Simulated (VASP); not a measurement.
# Be2ZnTe2O (P6/mmm) in VASP: a series of runs

The runs below take Be2ZnTe2O through single point, with PBE.

Program: VASP 6.6.1. These are calculated values, not measurements. Logs are shortened: lines on timing, memory, paths and dates and some standing lists are left out, and cuts for length are marked.

## Step 1: The cell of the first run

It takes space group P6/mmm (No. 191, hexagonal). The conventional cell has a = 5.027 Å, b = 5.027 Å, c = 5.284 Å, α = 90.00°, β = 90.00°, γ = 120.00°. Within 3.5 Å of Be (site symmetry -6m2) lie 2 Te at 2.64 Å and 3 Be at 2.90 Å and 3 O at 2.90 Å. Zn (site symmetry 6/mmm) has 2 O at 2.64 Å and 6 Te at 2.90 Å within 3.5 Å. Within 3.5 Å of Te (site symmetry -6m2) lie 2 Be at 2.64 Å and 3 Te at 2.90 Å and 3 Zn at 2.90 Å. O (site symmetry 6/mmm) has 2 Zn at 2.64 Å and 6 Be at 2.90 Å within 3.5 Å.

The cell was built from a structure type or drawn by symmetry, and may not be a known phase.

## Step 2: Single point, PBE

Input file INCAR:

```
SYSTEM = Be2ZnTe2O
  PREC = Accurate
  ENCUT = 520
  EDIFF = 1E-6
  ISMEAR = 0
  SIGMA = 0.1
  LREAL = .FALSE.
  LASPH = .TRUE.
  NELM = 80
  ALGO = Normal
  ISIF = 2
  LWAVE = .FALSE.
  LCHARG = .FALSE.
  GGA = PE
  NBANDS = 26
```

Input file KPOINTS:

```
regular mesh
0
G
  6 6 4
  0 0 0
```

Input file POSCAR:

```
Be2ZnTe2O
1.0
    5.0268020800      0.0000000000      0.0000000000
   -2.5134010400      4.3533383000      0.0000000000
    0.0000000000      0.0000000000      5.2840026600
Be Zn Te O
2 1 2 1
Direct
    0.3333333300      0.6666666700      0.0000000000
    0.6666666700      0.3333333300      0.0000000000
    0.0000000000      0.0000000000      0.5000000000
    0.3333333300      0.6666666700      0.5000000000
    0.6666666700      0.3333333300      0.5000000000
    0.0000000000      0.0000000000      0.0000000000
```

Potentials or basis: VASP PAW PBE potentials, release 64 (Be, Zn, Te, O).

Command:

```sh
$ cat potpaw_PBE.64/Be/POTCAR potpaw_PBE.64/Zn/POTCAR potpaw_PBE.64/Te/POTCAR potpaw_PBE.64/O/POTCAR > POTCAR
$ mpirun -np 1 vasp_std > vasp.out
```

OUTCAR:

```text
SYSTEM = Be2ZnTe2O
   PREC = Accurate
   ENCUT = 520
   EDIFF = 1E-6
   ISMEAR = 0
   LREAL = .FALSE.
   LASPH = .TRUE.
   NELM = 80
   ISIF = 2
   GGA = PE

 ion  position               nearest neighbor table
   1  0.333  0.667  0.000-   4 2.64   4 2.64
   2  0.667  0.333  0.000-   5 2.64   5 2.64
   3  0.000  0.000  0.500-   4 2.90   5 2.90   4 2.90   5 2.90   5 2.90   4 2.90
   4  0.333  0.667  0.500-   1 2.64   1 2.64   5 2.90   3 2.90   5 2.90   3 2.90   3 2.90   5 2.90

   5  0.667  0.333  0.500-   2 2.64   2 2.64   4 2.90   3 2.90   4 2.90   3 2.90   3 2.90   4 2.90

   6  0.000  0.000  0.000-

  LATTYP: Found a hexagonal cell.
 ALAT       =     5.0268020800
 C/A-ratio  =     1.0511658458

  Lattice vectors:

 A1 = (   5.0268020800,   0.0000000000,   0.0000000000)
 A2 = (  -2.5134010400,   4.3533383000,   0.0000000000)
 A3 = (   0.0000000000,   0.0000000000,   5.2840026600)

Analysis of symmetry for initial positions (statically):
=====================================================================
 Subroutine PRICEL returns:
 Original cell was already a primitive cell.

 Routine SETGRP: Setting up the symmetry group for a
 hexagonal supercell.

 Subroutine GETGRP returns: Found 24 space group operations
 (whereof 24 operations were pure point group operations)
 out of a pool of 24 trial point group operations.

The static configuration has the point symmetry D_6h.

Analysis of symmetry for dynamics (positions and initial velocities):
=====================================================================
 Subroutine PRICEL returns:
 Original cell was already a primitive cell.

 Routine SETGRP: Setting up the symmetry group for a
 hexagonal supercell.

 Subroutine GETGRP returns: Found 24 space group operations
 (whereof 24 operations were pure point group operations)
 out of a pool of 24 trial point group operations.

The dynamic configuration has the point symmetry D_6h.

 Subroutine INISYM returns: Found 24 space group operations
 (whereof 24 operations are pure point group operations),
 and found     1 'primitive' translations

----------------------------------------------------------------------------------------

                                     Primitive cell

  volume of cell :     115.6318

  direct lattice vectors                    reciprocal lattice vectors
     5.026802080  0.000000000  0.000000000     0.198933633  0.114854387  0.000000000
[... 93 lines left out ...]
   NSW    =      0    number of steps for IOM
   IBRION =     -1    ionic relax: 0-MD 1-quasi-New 2-CG
   NFREE  =      0    steps in history (QN), initial steepest desc. (CG)
   ISIF   =      2    stress and relaxation
   ISYM   =      2    0-nonsym 1-usesym 2-fastsym
   POTIM  = 0.5000    time-step for ionic-motion
   TEBEG  =    0.0;   TEEND  =   0.0 temperature during run
   PSTRESS=    0.0 pullay stress
   NELECT =      34.0000    total number of electrons
   NUPDOWN=      -1.0000    fix difference up-down
   EMIN   =  10.00;   EMAX   =-10.00  energy-range for DOS
   EFERMI =   0.00;   METHOD = LEGACY
   ISMEAR =     0;   SIGMA  =   0.10  broadening in eV -4-tet -1-fermi 0-gaus
   EFERMI_NEDOS =   21; number of points for ismear=-14 and -15
   IALGO  =     38    algorithm
   IMIX   =      4    mixing-type and parameters
     AMIX     =   0.40;   BMIX     =  1.00
     AMIX_MAG =   1.60;   BMIX_MAG =  1.00
  volume/ion in A,a.u.               =      19.27       130.05
  Fermi-wavevector in a.u.,A,eV,Ry     =   1.088618  2.057189 16.124108  1.185089
  Thomas-Fermi vector in A             =   2.224803
   LORBIT       =      0    0 simple, 1 ext, 2 COOP (PROOUT), +10 PAW based schemes
   GGA     = PE    functional components
   LHFCALC =     F    Hartree Fock is set to
   AEXX    =    0.0000 exact exchange contribution
   IVDW    =     0    specifies the selected vdW correction
   LEPSILON=     F    determine dielectric tensor
   LRPA    =     F    only Hartree local field effects (RPA)
 non-spin polarized calculation
 Gauss-broadening in eV      SIGMA  =   0.10
  energy-cutoff  :      520.00
  volume of cell :      115.63
 maximum number of plane-waves:      3140
 NGX is ok and might be reduce to    40
   NGX = 19   NGY = 19   NGZ = 19

 number of electron      34.0000002 magnetization

 Free energy of the ion-electron system (eV)
  ---------------------------------------------------
  ext. energy  EPLUGINS =         0.00000000
  ---------------------------------------------------
  free energy    TOTEN  =       -15.76955423 eV

  energy without entropy =      -15.75259801  energy(sigma->0) =      -15.76107612

 E-fermi :   5.2369     XC(G=0):  -9.6695

 val. band max:        5.2337204266   @ k =   0.1667   0.1667   0.2500
 cond. band min:       5.2801270343   @ k =   0.1667   0.1667   0.5000
 fundamental gap:      0.0464066077
 Fermi energy:         5.2368846381

 k-point     1 :       0.0000    0.0000    0.0000
  band No.  band energies     occupation
      1     -11.1568      2.00000
      2      -9.1953      2.00000
      3      -4.3925      2.00000
      4      -2.5405      2.00000
      5      -2.5405      2.00000
      6      -1.9814      2.00000
[... 598 lines left out ...]
     25       9.9483      0.00000
     26       9.9483      0.00000

------------------------ aborting loop because EDIFF is reached ----------------------------------------

  FORCE on cell =-STRESS in cart. coord.  units (eV):
  Direction    XX          YY          ZZ          XY          YZ          ZX
  --------------------------------------------------------------------------------------
  -------------------------------------------------------------------------------------
  Total        2.0999384      2.0999384     -6.9106662      0.0000000      0.0000000      0.0000000
  in kB       29.0964434     29.0964434    -95.7531935      0.0000000      0.0000000      0.0000000
  external PRESSURE =     -12.5201023 kB  Pullay stress =       0.0000000 kB

 VOLUME and BASIS-vectors are now :
 -----------------------------------------------------------------------------
  energy-cutoff  :      520.00
  volume of cell :      115.63
      direct lattice vectors                 reciprocal lattice vectors
     5.026802080  0.000000000  0.000000000     0.198933633  0.114854387  0.000000000
    -2.513401040  4.353338300  0.000000000     0.000000000  0.229708773  0.000000000
     0.000000000  0.000000000  5.284002660     0.000000000  0.000000000  0.189250472

 POSITION                                       TOTAL-FORCE (eV/Angst)
 -----------------------------------------------------------------------------------
     -0.00000      2.90223      0.00000        -0.000000     -0.000000     -0.000000
      2.51340      1.45111      0.00000        -0.000000      0.000000      0.000000
      0.00000      0.00000      2.64200        -0.000000      0.000000     -0.000000
     -0.00000      2.90223      2.64200        -0.000000      0.000000     -0.000000
      2.51340      1.45111      2.64200         0.000000     -0.000000     -0.000000
      0.00000      0.00000      0.00000        -0.000000      0.000000     -0.000000
 -----------------------------------------------------------------------------------
    total drift:                               -0.000000      0.000000      0.000000

  FREE ENERGIE OF THE ION-ELECTRON SYSTEM (eV)
  ---------------------------------------------------
  free  energy   TOTEN  =       -15.7695542270 eV

  energy  without entropy=      -15.7525980127  energy(sigma->0) =      -15.76107612
```

stdout:

```text
POSCAR found type information on POSCAR BeZnTeO
 POSCAR found :  4 types and       6 ions
 scaLAPACK will be used
 LDA part: xc-table for (Slater+PW92), standard interpolation
 POSCAR, INCAR and KPOINTS ok, starting setup
 FFT: planning ... GRIDC
 FFT: planning ... GRID_SOFT
 FFT: planning ... GRID
 WAVECAR not read
 entering main loop
```

It took 66 s on 1 thread of Intel Xeon Platinum 8488C (Sapphire Rapids), shared host; peak memory 0.28 GiB.

Results:

```yaml
Free_energy: -15.7696 eV
Pressure: -1.3 GPa
Band_gap_on_the_k_mesh: zero (bands 17 and 18 overlap by 2.69 eV)
```

Levels at points of the mesh, in eV from the Fermi level:
| k point | band 14 | band 15 | band 16 | band 17 | band 18 | band 19 | band 20 | band 21 |
| --- | --- | --- | --- | --- | --- | --- | --- | --- |
| (0.00, 0.00, 0.00) | -2.98 | -2.26 | -1.89 | -1.36 | -1.36 | -1.10 | 1.53 | 1.53 |
| (0.50, 0.00, 0.00) | -2.24 | -2.23 | -1.10 | -0.32 | 0.42 | 1.36 | 1.40 | 1.96 |
| (0.00, 0.00, 0.50) | -2.42 | -2.42 | -2.14 | -2.14 | 0.15 | 0.35 | 0.35 | 1.27 |
| (0.50, 0.00, 0.50) | -1.53 | -1.53 | 0.07 | 1.05 | 1.19 | 1.60 | 2.07 | 2.47 |

Caveat: spin-orbit coupling is left out, which moves the levels of the heavy elements.

## Step 3: Single point, PBE

This run uses another cell than the first one, of 31.50 Å³/atom.

Input file INCAR:

```
PREC = Accurate
ENCUT = 520
EDIFF = 1E-6
ISMEAR = 0
SIGMA = 0.1
LREAL = F
LASPH = T
NELM = 100
ALGO = Normal
ISIF = 2
LWAVE = F
LCHARG = T
GGA = PE
LELF = T
LVHAR = T
NBANDS = 26
```

Input file KPOINTS:

```
Automatic mesh
0
Gamma
  6 6 4
```

Input file POSCAR:

```
Be2ZnTe2O
1.0
    7.2794392888      0.0000000000      0.0000000000
   -3.6397196444      6.3041793494      0.0000000000
    0.0000000000      0.0000000000      4.1183377619
Be Zn Te O
2 1 2 1
Direct
    0.3333333333      0.6666666667      0.0000000000
    0.6666666667      0.3333333333      0.0000000000
    0.0000000000      0.0000000000      0.5000000000
    0.3333333333      0.6666666667      0.5000000000
    0.6666666667      0.3333333333      0.5000000000
    0.0000000000      0.0000000000      0.0000000000
```

Potentials or basis: VASP PAW PBE potentials, release 64 (Be, Zn, Te, O).

Command:

```sh
$ cat potpaw_PBE.64/Be/POTCAR potpaw_PBE.64/Zn/POTCAR potpaw_PBE.64/Te/POTCAR potpaw_PBE.64/O/POTCAR > POTCAR
$ mpirun -np 1 vasp_std > vasp.out
```

Wall time 1.8 min (1 thread of Intel Xeon Platinum 8488C (Sapphire Rapids), shared host); peak memory 0.36 GiB.

Results (log left out):

- Free energy: -17.2117 eV
- Pressure: 0.2 GPa
- Band gap on the k mesh: 0.14 eV (least direct gap 0.72 eV)

Stress tensor (GPa, compression positive):
```
0.08 0.00 0.00
0.00 0.08 0.00
0.00 0.00 0.32
```

Levels at points of the mesh, in eV from the valence-band top:
```
           k point  band 15  band 16  band 17  band 18  band 19  band 20
(0.00, 0.00, 0.00)    -1.81    -0.58    -0.58     0.14     2.21     3.27
(0.50, 0.00, 0.00)    -1.33    -0.78    -0.71     0.53     2.55     2.85
(0.00, 0.00, 0.50)    -0.42    -0.34    -0.34     1.36     1.36     2.61
(0.50, 0.00, 0.50)    -0.38    -0.29    -0.11     1.36     1.51     2.35
```

Caveat: spin-orbit coupling is left out, which moves the levels of the heavy elements.
